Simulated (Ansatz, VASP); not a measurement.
## CsBr: VASP beside Ansatz

Contents of INCAR:

```
SYSTEM = CsBr
PREC     = Accurate       ! precision mode
ENCUT    = 500            ! plane-wave cutoff, eV
EDIFF    = 1E-6           ! SCF threshold, eV
ISMEAR   = -1             ! smearing method
SIGMA    = 0.02           ! smearing width, eV
LREAL    = .False.        ! projectors in reciprocal space
LASPH    = .True.         ! aspherical terms in the spheres
NELM     = 120            ! most SCF steps
ALGO     = Normal         ! electronic algorithm
ISIF     = 2              ! what is computed and relaxed
LWAVE    = .False.        ! write WAVECAR
LCHARG   = .True.         ! write CHGCAR
GGA      = CA             ! functional
LELF     = .True.         ! ELF
LVHAR    = .True.       
NBANDS   = 15             ! bands
GGA_COMPAT= .False.
```

The input KPOINTS:

```
Automatic mesh
0
Gamma
  6 6 6
  0 0 0
```

The input POSCAR:

```
CsBr
1.0
    4.2860000000      0.0000000000      0.0000000000
    0.0000000000      4.2860000000      0.0000000000
    0.0000000000      0.0000000000      4.2860000000
Cs Br
1 1
Direct
    0.0000000000      0.0000000000      0.0000000000
    0.5000000000      0.5000000000      0.5000000000
```

Input for Ansatz:

```yaml
crystal:
  lattice:
    - [4.286, 0.0, 0.0]
    - [0.0, 4.286, 0.0]
    - [0.0, 0.0, 4.286]
  atoms:
    - { symbol: Cs, position: [0.0, 0.0, 0.0] }
    - { symbol: Br, position: [0.5, 0.5, 0.5] }
kpoints:
  mp_grid: { grid: [6, 6, 6] }
  band_path:
    path:
      - [0.0, 0.0, 0.0]
      - [0.0, 0.5, 0.0]
      - [0.5, 0.5, 0.0]
      - [0.0, 0.0, 0.0]
      - [0.5, 0.5, 0.5]
      - [0.0, 0.5, 0.0]
      - [0.5, 0.5, 0.5]
      - [0.5, 0.5, 0.0]
    npoints: 5
scf:
  occupations: { method: fermi_dirac, width: 0.02 }
hamiltonian:
  xc: lda
  pseudopotentials: { kind: all_electron, lapw: { basis_error: 0.00025 } }
output:
  forces: true
  stress: true
  eigenvalues: true
```

Alike in both runs: task single point; functional LDA; k mesh 6 × 6 × 6; occupations fermi-dirac, width 0.02 eV; no spin polarisation.

|  | VASP | Ansatz |
| --- | --- | --- |
| version | VASP 6.6.1 | Ansatz 0.2.0 |
| potentials or method | VASP PAW LDA potentials, release 64 (Cs_sv, Br), cutoff 500 eV | all-electron LAPW, scalar-relativistic |

```tsv
	VASP	Ansatz	Ansatz less VASP
gap on the k mesh at the Fermi level (eV)	4.14	4.13	-0.008
pressure (GPa)	-1.6	-1.7	-0.06
```

LDA's correlation is that of Perdew and Zunger in VASP and of Perdew and Wang (1992) in Ansatz. Ansatz ran all-electron here, and VASP with PAW potentials.

Neither program's run includes spin-orbit coupling.
